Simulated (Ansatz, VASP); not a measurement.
Co in VASP and in Ansatz

Contents of INCAR:

```
SYSTEM = Co
PREC     = Accurate       ! precision mode
ENCUT    = 520            ! plane-wave cutoff, eV
EDIFF    = 1E-6           ! SCF threshold, eV
ISMEAR   = -1             ! smearing method
SIGMA    = 0.1            ! smearing width, eV
LREAL    = .FALSE.        ! projectors in reciprocal space
LASPH    = .TRUE.         ! aspherical terms in the spheres
NELM     = 150            ! most SCF steps
ALGO     = Normal         ! electronic algorithm
ISIF     = 2              ! what is computed and relaxed
LWAVE    = .FALSE.        ! write WAVECAR
LCHARG   = .FALSE.        ! write CHGCAR
ISPIN    = 2              ! spin polarisation
MAGMOM   = 3.2 3.2        ! initial moments
LORBIT   = 11             ! projections on sites
LMAXMIX  = 4              ! l up to which the mixer works
GGA      = PE             ! functional
NBANDS   = 20             ! bands
```

Contents of KPOINTS:

```
regular mesh
0
G
  13 13 7
  0 0 0
```

POSCAR

```
Co
1.0
    2.5281232538      0.0000000000      0.0000000000
   -1.2640616269      2.1894189643      0.0000000000
    0.0000000000      0.0000000000      4.1035370626
Co
2
Direct
    0.3333333333      0.6666666667      0.2500000000
    0.6666666667      0.3333333333      0.7500000000
```

Input for Ansatz:

```yaml
crystal:
  lattice:
    - [2.5281232538209375, 0.0, 0.0]
    - [-1.2640616269104687, 2.1894189642790876, 0.0]
    - [0.0, 0.0, 4.103537062585081]
  atoms:
    - { symbol: Co, position: [0.3333333333333333, 0.6666666666666666, 0.25], spin: 3.2 }
    - { symbol: Co, position: [0.6666666666666666, 0.3333333333333333, 0.75], spin: 3.2 }
basis:
  ecutwfc: 500.0
kpoints:
  mp_grid:
    grid: [13, 13, 7]
hamiltonian:
  pseudopotentials:
    kind: paw
magnetization:
  spin_polarized: true
scf:
  convergence:
    dr2_threshold: 1.0e-09
  occupations:
    method: fermi_dirac
    width: 0.1
output:
  stress: true
```

Alike in both runs: task single point; functional PBE; k mesh 13 × 13 × 7; occupations fermi-dirac, width 0.1 eV; collinear spin.

|  | VASP | Ansatz |
| --- | --- | --- |
| version | VASP 6.6.1 | Ansatz 0.2.0 |
| potentials or method | VASP PAW PBE potentials, release 64 (Co), cutoff 520 eV | plane waves, PAW |
| valence electrons in the cell | 18 | 34 |

```tsv
	VASP	Ansatz	Ansatz less VASP
pressure (GPa)	-9.1	-8.6	+0.53
traceless stress, the component that is largest in VASP (GPa)	-0.19	-0.06	+0.126
net moment per atom (μB)	1.63	1.63	+0.008
size of the moment on the site where the two differ most (μB)	1.66	1.71	+0.060
```

Site moments also hang on the region over which each program counts them. VASP's potentials hold 18 valence electrons a cell and Ansatz's 34, so a difference there can come from the potentials and not from the codes. Ansatz's warnings: given moment on shells, stress scf threshold loose.
